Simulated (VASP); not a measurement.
# TiS2 (P-3m1) in VASP: further runs

TiS2 is run at these levels: PBE; tasks: electric field gradients.

All numbers are computed with VASP 6.6.1; they aren't measurements. Logs are shortened: lines on timing, memory, paths and dates and some standing lists are left out, and cuts for length are marked.

**1. The cell of the first run**

The structure is trigonal, space group P-3m1 (No. 164). Conventional cell: a = 3.389 Å, b = 3.389 Å, c = 5.657 Å, α = 90.00°, β = 90.00°, γ = 120.00°. Within 3.2 Å of Ti (site symmetry -3m) lie 6 S at 2.41 Å. S (site symmetry 3m) has 3 Ti at 2.41 Å within 3.2 Å.

**2. Electric field gradients, PBE (18.76 Å³/atom)**

File INCAR:

```
SYSTEM = TiS2
  PREC = Accurate
  ENCUT = 400
  EDIFF = 1E-8
  ISMEAR = -1
  SIGMA = 0.05
  LREAL = .False.
  LASPH = .True.
  NELM = 120
  ALGO = Normal
  ISIF = 2
  LWAVE = .False.
  LCHARG = .False.
  GGA = PE
  LEFG = .True.
  NBANDS = 19
  GGA_COMPAT = .False.
```

File KPOINTS:

```
Automatic mesh
0
Gamma
  14 14 7
  0 0 0
```

File POSCAR:

```
TiS2
1.0
    3.3891005499      0.0000000000      0.0000000000
   -1.6945502750      2.9350471722      0.0000000000
    0.0000000000      0.0000000000      5.6567773718
Ti S
1 2
Direct
    0.0000000000      0.0000000000      0.0000000000
    0.3333333333      0.6666666667      0.2500000000
    0.6666666667      0.3333333333      0.7500000000
```

Potentials or basis: VASP PAW PBE potentials, release 64 (Ti_sv, S).

Command:

```sh
cat potpaw_PBE.64/Ti_sv/POTCAR potpaw_PBE.64/S/POTCAR > POTCAR
mpirun -np 1 vasp_std > vasp.out
```

OUTCAR:

```text
SYSTEM = TiS2
   PREC = Accurate
   ENCUT = 400
   EDIFF = 1E-8
   ISMEAR = -1
   LREAL = .False.
   LASPH = .True.
   NELM = 120
   ISIF = 2
   GGA = PE

 ion  position               nearest neighbor table
   1  0.000  0.000  0.000-   2 2.41   3 2.41   3 2.41   2 2.41   3 2.41   2 2.41
   2  0.333  0.667  0.250-   1 2.41   1 2.41   1 2.41
   3  0.667  0.333  0.750-   1 2.41   1 2.41   1 2.41

  LATTYP: Found a hexagonal cell.
 ALAT       =     3.3891005499
 C/A-ratio  =     1.6691087469

  Lattice vectors:

 A1 = (   3.3891005499,   0.0000000000,   0.0000000000)
 A2 = (  -1.6945502750,   2.9350471722,   0.0000000000)
 A3 = (   0.0000000000,   0.0000000000,   5.6567773718)

Analysis of symmetry for initial positions (statically):
=====================================================================
 Subroutine PRICEL returns:
 Original cell was already a primitive cell.

 Routine SETGRP: Setting up the symmetry group for a
 hexagonal supercell.

 Subroutine GETGRP returns: Found 12 space group operations
 (whereof 12 operations were pure point group operations)
 out of a pool of 24 trial point group operations.

The static configuration has the point symmetry D_3d.

Analysis of symmetry for dynamics (positions and initial velocities):
=====================================================================
 Subroutine PRICEL returns:
 Original cell was already a primitive cell.

 Routine SETGRP: Setting up the symmetry group for a
 hexagonal supercell.

 Subroutine GETGRP returns: Found 12 space group operations
 (whereof 12 operations were pure point group operations)
 out of a pool of 24 trial point group operations.

The dynamic configuration has the point symmetry D_3d.

 Subroutine INISYM returns: Found 12 space group operations
 (whereof 12 operations are pure point group operations),
 and found     1 'primitive' translations

----------------------------------------------------------------------------------------

                                     Primitive cell

  volume of cell :      56.2689

  direct lattice vectors                    reciprocal lattice vectors
     3.389100550  0.000000000  0.000000000     0.295063538  0.170355013  0.000000000
    -1.694550275  2.935047172  0.000000000     0.000000000  0.340710027  0.000000000
     0.000000000  0.000000000  5.656777372     0.000000000  0.000000000  0.176779098

  length of vectors
     3.389100550  3.389100550  5.656777372     0.340710027  0.340710027  0.176779098

  position of ions in fractional coordinates (direct lattice)
     0.000000000  0.000000000  0.000000000
     0.333333333  0.666666667  0.250000000
     0.666666667  0.333333333  0.750000000

  ion indices of the primitive-cell ions
   primitive index   ion index
                 1           1
                 2           2
                 3           3

----------------------------------------------------------------------------------------

 KPOINTS: Automatic mesh

Automatic generation of k-mesh.
 Grid dimensions read from file:
 generate k-points for:   14   14    7

 Generating k-lattice:

  Cartesian coordinates                     Fractional coordinates (reciprocal lattice)
     0.021075967  0.012168215  0.000000000     0.071428571 -0.000000000  0.000000000
     0.000000000  0.024336430  0.000000000     0.000000000  0.071428571  0.000000000
     0.000000000  0.000000000  0.025254157     0.000000000  0.000000000  0.142857143

  Length of vectors
     0.024336430  0.024336430  0.025254157

  Shift w.r.t. Gamma in fractional coordinates (k-lattice)
     0.000000000  0.000000000  0.000000000

 Subroutine IBZKPT returns following result:
 ===========================================

 Found    144 irreducible k-points:

 Following reciprocal coordinates:
            Coordinates               Weight
  0.000000  0.000000  0.000000      1.000000
  0.071429  0.000000  0.000000      6.000000
  0.142857  0.000000  0.000000      6.000000
  0.214286  0.000000  0.000000      6.000000
  0.285714  0.000000  0.000000      6.000000
  0.357143  0.000000  0.000000      6.000000
[... 16 lines left out ...]
  0.285714  0.285714  0.000000      6.000000
  0.357143  0.285714  0.000000      6.000000
 [... further k-points ...]
   k-points           NKPTS =    144   k-points in BZ     NKDIM =    144   number of bands    NBANDS=     19
   number of dos      NEDOS =    301   number of ions     NIONS =      3
   total plane-waves  NPLWV =  23040
   dimension x,y,z NGX =    24 NGY =   24 NGZ =   40
   dimension x,y,z NGXF=    48 NGYF=   48 NGZF=   80
   ions per type =               1   2
   NGX,Y,Z   is equivalent  to a cutoff of  11.77, 11.77, 11.76 a.u.
   NGXF,Y,Z  is equivalent  to a cutoff of  23.55, 23.55, 23.51 a.u.
 SYSTEM =  TiS2
   PREC   = accura    normal or accurate (medium, high low for compatibility)
   ISTART =      0    job   : 0-new  1-cont  2-samecut
   ICHARG =      2    charge: 1-file 2-atom 10-const
   ISPIN  =      1    spin polarized calculation?
   LNONCOLLINEAR =      F non collinear calculations
   LSORBIT =      F    spin-orbit coupling
   LASPH  =      T    aspherical Exc in radial PAW
   ENCUT  =  400.0 eV  29.40 Ry    5.42 a.u.   5.53  5.53  9.22*2*pi/ulx,y,z
   NELM   =    120;   NELMIN=  2; NELMDL= -5     # of ELM steps
   EDIFF  = 0.1E-07   stopping-criterion for ELM
   LREAL  =      F    real-space projection
   EDIFFG = 0.1E-06   stopping-criterion for IOM
   NSW    =      0    number of steps for IOM
   IBRION =     -1    ionic relax: 0-MD 1-quasi-New 2-CG
   NFREE  =      0    steps in history (QN), initial steepest desc. (CG)
   ISIF   =      2    stress and relaxation
   ISYM   =      2    0-nonsym 1-usesym 2-fastsym
   POTIM  = 0.5000    time-step for ionic-motion
   TEBEG  =    0.0;   TEEND  =   0.0 temperature during run
   PSTRESS=    0.0 pullay stress
   NELECT =      24.0000    total number of electrons
   NUPDOWN=      -1.0000    fix difference up-down
   EMIN   =  10.00;   EMAX   =-10.00  energy-range for DOS
   EFERMI =   0.00;   METHOD = LEGACY
   ISMEAR =    -1;   SIGMA  =   0.05  broadening in eV -4-tet -1-fermi 0-gaus
   EFERMI_NEDOS =   21; number of points for ismear=-14 and -15
   IALGO  =     38    algorithm
   IMIX   =      4    mixing-type and parameters
     AMIX     =   0.40;   BMIX     =  1.00
     AMIX_MAG =   1.60;   BMIX_MAG =  1.00
  volume/ion in A,a.u.               =      18.76       126.57
  Fermi-wavevector in a.u.,A,eV,Ry     =   1.232317  2.328741 20.661871  1.518605
  Thomas-Fermi vector in A             =   2.367092
   LORBIT       =      0    0 simple, 1 ext, 2 COOP (PROOUT), +10 PAW based schemes
   GGA     = PE    functional components
   LHFCALC =     F    Hartree Fock is set to
   AEXX    =    0.0000 exact exchange contribution
   IVDW    =     0    specifies the selected vdW correction
   LEPSILON=     F    determine dielectric tensor
   LRPA    =     F    only Hartree local field effects (RPA)
 non-spin polarized calculation
  energy-cutoff  :      400.00
  volume of cell :       56.27
 maximum number of plane-waves:      1051
 NGX is ok and might be reduce to    24
   NGX = 11   NGY = 11   NGZ = 19

 number of electron      24.0000004 magnetization

 Free energy of the ion-electron system (eV)
  ---------------------------------------------------
  ext. energy  EPLUGINS =         0.00000000
  ---------------------------------------------------
  free energy    TOTEN  =       -19.91522464 eV

  energy without entropy =      -19.91174032  energy(sigma->0) =      -19.91348248

 E-fermi :   5.6435     XC(G=0): -10.1913

 val. band max:        5.6412756378   @ k =   0.0000   0.0000   0.0000
 cond. band min:       5.6447870035   @ k =   0.0714   0.0000   0.0000
 fundamental gap:      0.0035113658
 Fermi energy:         5.6434793554

 k-point     1 :       0.0000    0.0000    0.0000
  band No.  band energies     occupation
      1     -51.9519      2.00000
      2     -28.1906      2.00000
      3     -28.1413      2.00000
      4     -28.1413      2.00000
      5      -8.1993      2.00000
      6      -6.4596      2.00000
[... 11 lines left out ...]
     18      11.7597      0.00000
     19      12.7085      0.00000
[... 485 lines left out ...]
 k-point    24 :       0.3571    0.2857    0.0000
  band No.  band energies     occupation
      1     -51.9368      2.00000
      2     -28.2471      2.00000
      3     -28.2258      2.00000
      4     -28.1596      2.00000
      5      -6.2786      2.00000
      6      -6.2554      2.00000
[... 11 lines left out ...]
     18      12.3196      0.00000
     19      15.0694      0.00000

 [... further k-points ...]
[... 5 lines left out ...]
  --------------------------------------------------------------------------------------
  -------------------------------------------------------------------------------------
  Total        0.6826922      0.6826922      1.0160939     -0.0000000      0.0000000      0.0000000
  in kB       19.4386853     19.4386853     28.9318238     -0.0000000      0.0000000      0.0000000
  external PRESSURE =      22.6030648 kB  Pullay stress =       0.0000000 kB

 VOLUME and BASIS-vectors are now :
 -----------------------------------------------------------------------------
  energy-cutoff  :      400.00
  volume of cell :       56.27
      direct lattice vectors                 reciprocal lattice vectors
     3.389100550  0.000000000  0.000000000     0.295063538  0.170355013  0.000000000
    -1.694550275  2.935047172  0.000000000     0.000000000  0.340710027  0.000000000
     0.000000000  0.000000000  5.656777372     0.000000000  0.000000000  0.176779098

 POSITION                                       TOTAL-FORCE (eV/Angst)
 -----------------------------------------------------------------------------------
      0.00000      0.00000      0.00000         0.000000      0.000000     -0.000000
     -0.00000      1.95670      1.41419        -0.000000      0.000000      0.097853
      1.69455      0.97835      4.24258         0.000000     -0.000000     -0.097853
 -----------------------------------------------------------------------------------
    total drift:                               -0.000000      0.000000      0.000000

  FREE ENERGIE OF THE ION-ELECTRON SYSTEM (eV)
  ---------------------------------------------------
  free  energy   TOTEN  =       -19.9152246361 eV

  energy  without entropy=      -19.9117403238  energy(sigma->0) =      -19.91348248

 Electric field gradients (V/A^2)
---------------------------------------------------------------------
 ion       V_xx      V_yy      V_zz      V_xy      V_xz      V_yz
---------------------------------------------------------------------
   1      10.027    10.025   -20.052    -0.001     0.000    -0.000
   2       5.218     5.217   -10.435    -0.001     0.000    -0.000
   3       5.218     5.217   -10.435    -0.001     0.000    -0.000
---------------------------------------------------------------------

 Electric field gradients after diagonalization (V/A^2)
 (convention: |V_zz| > |V_xx| > |V_yy|)
----------------------------------------------------------------------
 ion       V_xx      V_yy      V_zz     asymmetry (V_yy - V_xx)/ V_zz
----------------------------------------------------------------------
   1      10.028    10.024   -20.052       0.000
   2       5.218     5.217   -10.435       0.000
   3       5.218     5.217   -10.435       0.000
----------------------------------------------------------------------

           NMR quadrupolar parameters

 Cq : quadrupolar parameter    Cq=e*Q*V_zz/h
 eta: asymmetry parameters     (V_yy - V_xx)/ V_zz
 Q  : nuclear electric quadrupole moment in mb (millibarn)
----------------------------------------------------------------------
 ion       Cq(MHz)       eta       Q (mb)
----------------------------------------------------------------------
   1      -0.048       0.000       1.000
   2      -0.025       0.000       1.000
   3      -0.025       0.000       1.000
----------------------------------------------------------------------
```

Wall time 2.8 min (1 thread of Intel Xeon 8259CL, shared host); peak memory 0.23 GiB.

What came out:

```
Free energy                             : -19.9152 eV
Pressure                                : 2.3 GPa
Largest force                           : 0.098 eV/Å
Band gap on the k mesh                  : zero (bands 12 and 13 overlap by 0.14 eV)
Largest electric field gradient by atom : Ti -20.1; S -10.4 V/Å²
```

Forces on the atoms (eV/Å):
```
Ti   0.000  0.000  0.000
S    0.000  0.000  0.098
S    0.000  0.000 -0.098
```

Stress tensor (GPa, compression positive):
```
1.94 0.00 0.00
0.00 1.94 0.00
0.00 0.00 2.89
```

Electric field gradients, principal values (V/Å²):
| atom | least | middle | greatest (by size) |
| --- | --- | --- | --- |
| 1 Ti | 10.024 | 10.028 | -20.052 |
| 2 S | 5.217 | 5.218 | -10.435 |
| 3 S | 5.217 | 5.218 | -10.435 |

Caveat: without QUAD_EFG the Cq values of the log hold for a quadrupole moment of 1 mb, not for the nuclei.

**3. Electric field gradients, PBE (19.33 Å³/atom)**

This run uses another cell than the first one, of 19.33 Å³/atom.

File INCAR:

```
SYSTEM = TiS2
ALGO = Normal
EDIFF = 1E-8
ENCUT = 400
GGA = PE
GGA_COMPAT = .FALSE.
ISIF = 2
ISMEAR = -1
LASPH = .TRUE.
LCHARG = .FALSE.
LEFG = .TRUE.
LREAL = .FALSE.
LWAVE = .FALSE.
NBANDS = 19
NELM = 120
PREC = Accurate
SIGMA = 0.05
```

File KPOINTS:

```
k-points
0
G
  14 14 7
  0 0 0
```

File POSCAR:

```
TiS2
1.0
    3.4233362060      0.0000000000      0.0000000000
   -1.7116681030      2.9646961200      0.0000000000
    0.0000000000      0.0000000000      5.7139204048
Ti S
1 2
Direct
    0.0000000000      0.0000000000      0.0000000000
    0.3333333333      0.6666666667      0.2500000000
    0.6666666667      0.3333333333      0.7500000000
```

Potentials or basis: VASP PAW PBE potentials, release 64 (Ti_sv, S).

Command:

```sh
cat potpaw_PBE.64/Ti_sv/POTCAR potpaw_PBE.64/S/POTCAR > POTCAR
mpirun -np 1 vasp_std > vasp.out
```

OUTCAR:

```text
SYSTEM = TiS2
   EDIFF = 1E-8
   ENCUT = 400
   GGA = PE
   ISIF = 2
   ISMEAR = -1
   LASPH = .TRUE.
   LREAL = .FALSE.
   NELM = 120
   PREC = Accurate

 ion  position               nearest neighbor table
   1  0.000  0.000  0.000-   2 2.44   3 2.44   2 2.44   3 2.44   3 2.44   2 2.44
   2  0.333  0.667  0.250-   1 2.44   1 2.44   1 2.44
   3  0.667  0.333  0.750-   1 2.44   1 2.44   1 2.44

  LATTYP: Found a hexagonal cell.
 ALAT       =     3.4233362060
 C/A-ratio  =     1.6691087468

  Lattice vectors:

 A1 = (   3.4233362060,   0.0000000000,   0.0000000000)
 A2 = (  -1.7116681030,   2.9646961200,   0.0000000000)
 A3 = (   0.0000000000,   0.0000000000,   5.7139204048)

[... 725 lines left out ...]
  energy-cutoff  :      400.00
  volume of cell :       57.99
      direct lattice vectors                 reciprocal lattice vectors
     3.423336206  0.000000000  0.000000000     0.292112705  0.168651349  0.000000000
    -1.711668103  2.964696120  0.000000000     0.000000000  0.337302698  0.000000000
     0.000000000  0.000000000  5.713920405     0.000000000  0.000000000  0.175011188

 POSITION                                       TOTAL-FORCE (eV/Angst)
 -----------------------------------------------------------------------------------
      0.00000      0.00000      0.00000         0.000000      0.000000      0.000000
     -0.00000      1.97646      1.42848        -0.000000      0.000000     -0.234610
      1.71167      0.98823      4.28544         0.000000     -0.000000      0.234610
 -----------------------------------------------------------------------------------
    total drift:                               -0.000000      0.000000      0.000000

  FREE ENERGIE OF THE ION-ELECTRON SYSTEM (eV)
  ---------------------------------------------------
  free  energy   TOTEN  =       -19.9258842639 eV

  energy  without entropy=      -19.9226403527  energy(sigma->0) =      -19.92426231

 Electric field gradients (V/A^2)
---------------------------------------------------------------------
 ion       V_xx      V_yy      V_zz      V_xy      V_xz      V_yz
---------------------------------------------------------------------
   1       9.403     9.401   -18.805    -0.002    -0.000     0.000
   2       5.284     5.283   -10.568    -0.001     0.000    -0.000
   3       5.284     5.283   -10.568    -0.001     0.000    -0.000
---------------------------------------------------------------------

 Electric field gradients after diagonalization (V/A^2)
 (convention: |V_zz| > |V_xx| > |V_yy|)
----------------------------------------------------------------------
 ion       V_xx      V_yy      V_zz     asymmetry (V_yy - V_xx)/ V_zz
----------------------------------------------------------------------
   1       9.404     9.400   -18.805       0.000
   2       5.285     5.283   -10.568       0.000
   3       5.285     5.283   -10.568       0.000
----------------------------------------------------------------------

           NMR quadrupolar parameters

 Cq : quadrupolar parameter    Cq=e*Q*V_zz/h
 eta: asymmetry parameters     (V_yy - V_xx)/ V_zz
 Q  : nuclear electric quadrupole moment in mb (millibarn)
----------------------------------------------------------------------
 ion       Cq(MHz)       eta       Q (mb)
----------------------------------------------------------------------
   1      -0.045       0.000       1.000
   2      -0.026       0.000       1.000
   3      -0.026       0.000       1.000
----------------------------------------------------------------------
```

It took 3 min on 1 thread of Intel Xeon 8259CL, shared host; peak memory 0.23 GiB.

What came out:

```
Free energy                             : -19.9259 eV
Pressure                                : -0.7 GPa
Largest force                           : 0.235 eV/Å
Band gap on the k mesh                  : zero (bands 12 and 13 overlap by 0.08 eV)
Largest electric field gradient by atom : Ti -18.8; S -10.6 V/Å²
```

Forces on the atoms (eV/Å):
```
Ti   0.000  0.000  0.000
S    0.000  0.000 -0.235
S    0.000  0.000  0.235
```

Electric field gradients, principal values (V/Å²):
```
atom  least  middle  greatest (by size)
1 Ti  9.400   9.404             -18.805
 2 S  5.283   5.285             -10.568
 3 S  5.283   5.285             -10.568
```

Caveat: without QUAD_EFG the Cq values of the log hold for a quadrupole moment of 1 mb, not for the nuclei; this functional lacks dispersion, which binds layers or chains, so the pressure and a relaxed spacing across them are unreliable.

[end of part 1 of 2]

The gap in the log of VASP goes by the Fermi energy; the results here count the filled bands.